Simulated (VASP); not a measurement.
Set up this calculation in VASP 6.6.1, as the native input.

* Task: electric field gradients
* Functional: PBE
* Potentials or basis: VASP PAW PBE potentials, release 64 (Mn_pv, Si)
* Cutoff: 520 eV
* k mesh: 15 × 15 × 15
* Occupations: fermi-dirac, width 0.05 eV
* Spin: collinear spin, ferromagnetic start
* Starting moments: [4.0, 0.0] μB
* Dipole correction: no
* Further INCAR settings: ALGO = Normal; EDIFF = 1e-08; NBANDS = 20

The structure of MnSi (rocksalt type) lies in POSCAR:

```
MnSi
1.0
    0.0000000000      2.4224953598      2.4224953598
    2.4224953598      0.0000000000      2.4224953598
    2.4224953598      2.4224953598      0.0000000000
Mn Si
1 1
Direct
    0.0000000000      0.0000000000      0.0000000000
    0.5000000000      0.5000000000      0.5000000000
```

One way to write it, as run:

INCAR

```
SYSTEM = MnSi
  PREC = Accurate
  ENCUT = 520
  EDIFF = 1E-8
  ISMEAR = -1
  SIGMA = 0.05
  LREAL = .FALSE.
  LASPH = .TRUE.
  NELM = 150
  ALGO = Normal
  ISIF = 2
  LWAVE = .FALSE.
  LCHARG = .FALSE.
  ISPIN = 2
  MAGMOM = 4 0
  LORBIT = 11
  LMAXMIX = 4
  GGA = PE
  LEFG = .TRUE.
  NBANDS = 20
```

KPOINTS

```
regular mesh
0
G
  15 15 15
  0 0 0
```

Potentials or basis: VASP PAW PBE potentials, release 64 (Mn_pv, Si).

Run with:

```console
$ cat potpaw_PBE.64/Mn_pv/POTCAR potpaw_PBE.64/Si/POTCAR > POTCAR
$ mpirun -np 1 vasp_std > vasp.out
```

It gave:

- Pressure: 0.0 GPa
- Net moment: 2.47 μB per cell
- Site moments: Mn +2.57; Si -0.11 μB
- Valence electrons inside the program's atomic spheres: Mn 11.79; Si 1.69

Caveat: without QUAD_EFG the Cq values of the log hold for a quadrupole moment of 1 mb, not for the nuclei.

Wall time 3.1 min on 1 thread of Intel(R) Xeon(R) Platinum 8259CL CPU @ 2.50GHz (Skylake/Cascade Lake), on a shared host, peak memory 0.24 GiB.
